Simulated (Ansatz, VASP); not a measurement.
# ZrTi2C3 in VASP and in Ansatz

File INCAR:

```
ALGO = Normal
EDIFF = 1E-6
EDIFFG = -0.04
ENCUT = 600
GGA = PE
IBRION = 2
ISIF = 3
ISMEAR = 0
LASPH = True
LCHARG = False
LREAL = False
LWAVE = False
NELM = 80
NSW = 90
PREC = Accurate
SIGMA = 0.1
```

The input KPOINTS:

```
k-points
0
Gamma
  6 6 2
```

The input POSCAR:

```
ZrTi2C3
1.0
    3.4069280400      0.0000000000      0.0000000000
   -1.7034640200      2.9504862300      0.0000000000
    0.0000000000      0.0000000000      8.3452352900
Zr Ti C
1 2 3
Direct
    0.0000000000      0.0000000000      0.5000000000
    0.3333333300      0.6666666700      0.1666666700
    0.6666666700      0.3333333300      0.8333333300
    0.3333333300      0.6666666700      0.6666666700
    0.6666666700      0.3333333300      0.3333333300
    0.0000000000      0.0000000000      0.0000000000
```

Input for Ansatz:

```yaml
crystal:
  lattice:
    - [3.40692804, 0.0, 0.0]
    - [-1.70346402, 2.95048623, 0.0]
    - [0.0, 0.0, 8.34523529]
  atoms:
    - { symbol: Zr, position: [0.0, 0.0, 0.5] }
    - { symbol: Ti, position: [0.33333333, 0.66666667, 0.16666667] }
    - { symbol: Ti, position: [0.66666667, 0.33333333, 0.83333333] }
    - { symbol: C, position: [0.33333333, 0.66666667, 0.66666667] }
    - { symbol: C, position: [0.66666667, 0.33333333, 0.33333333] }
    - { symbol: C, position: [0.0, 0.0, 0.0] }
basis:
  ecutwfc: 420
kpoints:
  mp_grid: { grid: [6, 6, 2] }
hamiltonian:
  xc: pbe
scf:
  occupations: { method: gaussian, width: 0.1 }
  lower_state_search: "off"
output:
  forces: true
  stress: true
  eigenvalues: true
relax:
  adjacent_minimum: "off"
  f_tol: 0.04
  max_steps: 70
  cell: { stress_tol: 0.4 }
```

Alike in both runs: task relaxation of cell and atoms; functional PBE; k mesh 6 × 6 × 2; occupations gaussian, width 0.1 eV; no spin polarisation.

|  | VASP | Ansatz |
| --- | --- | --- |
| version | VASP 6.6.1 | Ansatz 0.2.0 |
| potentials or method | VASP PAW PBE potentials, release 64 (Zr_sv, Ti_sv, C), cutoff 600 eV | scalar-relativistic, plane waves, PAW |
| valence electrons in the cell | 48 | 48 |

VASP gave:

```
gap on the k mesh at the Fermi level, each at its own relaxed structure (eV) : none
relaxed volume (Å³/atom)                                                     : 11.14
relaxed length of the cell vector where the two differ most in proportion (Å)              : 3.169
```

Problem. Which values does Ansatz return?

Solution. gap on the k mesh at the Fermi level, each at its own relaxed structure (eV): none; relaxed volume (Å³/atom): 11.15; relaxed length of the cell vector where the two differ most in proportion (Å): 3.170.

A gap of «none» marks a metal or a gap that the smearing closes.

The k mesh is coarse, so the values compare programs but aren't converged. Noted on VASP's run: the volume moved by over 15 % at a fixed basis, so the end points are rough.
